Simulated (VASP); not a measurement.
Wanted: the native input for a VASP 6.6.1 run.

- Task: relaxation of cell and atoms
- Functional: LDA
- Potentials or basis: VASP PAW LDA potentials, release 64 (Co)
- Cutoff: 600 eV
- k mesh: 18 × 18 × 10
- Occupations: fermi-dirac, width 0.1 eV
- Spin: collinear spin, ferromagnetic start
- Starting moments: [1.7, 1.7] μB
- Dipole correction: no
- Further INCAR settings: ALGO = Normal; EDIFF = 1e-06; IBRION = 2; EDIFFG = -0.005; NSW = 60; ISIF = 3

The structure of Co lies in POSCAR:

```
Co
1.0
    2.4254463887      0.0000000000      0.0000000000
   -1.2127231943      2.1004981881      0.0000000000
    0.0000000000      0.0000000000      3.9292231497
Co
2
Direct
    0.3333333333      0.6666666667      0.2500000000
    0.6666666667      0.3333333333      0.7500000000
```

These files were run (other wordings do the same):

INCAR

```
SYSTEM = Co
PREC     = Accurate       ! precision mode
ENCUT    = 600            ! plane-wave cutoff, eV
EDIFF    = 1E-6           ! SCF threshold, eV
ISMEAR   = -1             ! smearing method
SIGMA    = 0.1            ! smearing width, eV
LREAL    = .False.        ! projectors in reciprocal space
LASPH    = .True.         ! aspherical terms in the spheres
NELM     = 150            ! most SCF steps
ALGO     = Normal         ! electronic algorithm
ISIF     = 3              ! what is computed and relaxed
LWAVE    = .False.        ! write WAVECAR
LCHARG   = .False.        ! write CHGCAR
ISPIN    = 2              ! spin polarisation
MAGMOM   = 1.7 1.7        ! initial moments
LORBIT   = 11             ! projections on sites
LMAXMIX  = 4              ! l up to which the mixer works
GGA      = CA             ! functional
IBRION   = 2              ! ionic algorithm
NSW      = 60             ! ionic steps
EDIFFG   = -0.005         ! ionic threshold
```

KPOINTS

```
regular mesh
0
Gamma
  18 18 10
  0 0 0
```

Potentials or basis: VASP PAW LDA potentials, release 64 (Co).

The run is started by

```sh
$ cat potpaw_LDA.64/Co/POTCAR > POTCAR
$ mpirun -np 1 vasp_std > vasp.out
```

It gave:

```
Relaxed volume                                        : 9.94 Å³/atom
Relaxed cell                                          : a = 2.424 Å, b = 2.424 Å, c = 3.906 Å, α = 90.00°, β = 90.00°, γ = 120.00°
Space group after relaxing (to 0.1 Å)                 : P6_3/mmc (No. 194)
Energy gained by relaxing                             : 0.6 meV/atom
Ionic steps                                           : 7
Pressure after relaxing                               : 0.0 GPa
Net moment                                            : 2.84 μB per cell
Site moments                                          : Co +1.41 μB
Valence electrons inside the program's atomic spheres : Co 8.47
```

It took 4.5 min on 1 thread of Intel(R) Xeon(R) Platinum 8488C (Sapphire Rapids), with other jobs on the host, peak memory 0.23 GiB.
